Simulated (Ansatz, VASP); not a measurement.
One calculation of Si, two programs

```
Si
1.0
     5.01196    0.00000   -0.01095
     0.00000    3.61197    0.00000
    -1.60670    0.00000    6.72264
Si
6
Direct
  0.96796 0.50000 0.16482
  0.56242 0.50000 0.67435
  0.43758 0.50000 0.32565
  0.03204 0.50000 0.83518
  0.63783 0.00000 0.16895
  0.36217 0.00000 0.83105
```

Change from the starting cell: the structure that the rattled cell fell into.

Alike in both runs: functional PBE; k mesh 8 × 10 × 6; occupations gaussian, width 0.1 eV; no spin polarisation.

Ansatz relaxed the structure, and its values are those at the end. VASP's run is a single point on that final structure, the one shown.

|  | VASP | Ansatz |
| --- | --- | --- |
| version | VASP 6.6.1 | Ansatz 0.2.0 |
| potentials or method | VASP PAW PBE potentials, release 64 (Si), cutoff 520 eV | scalar-relativistic, plane waves, PAW |
| valence electrons in the cell | 24 | 24 |

```tsv
	VASP	Ansatz	Ansatz less VASP
gap on the k mesh at the Fermi level (eV)	none	none	-
pressure (GPa)	0.0	0.0	+0.07
rms of the force components (eV/Å)	0.004	0.004	-0.0004
```

A gap of «none» marks a metal or a gap that the smearing closes.
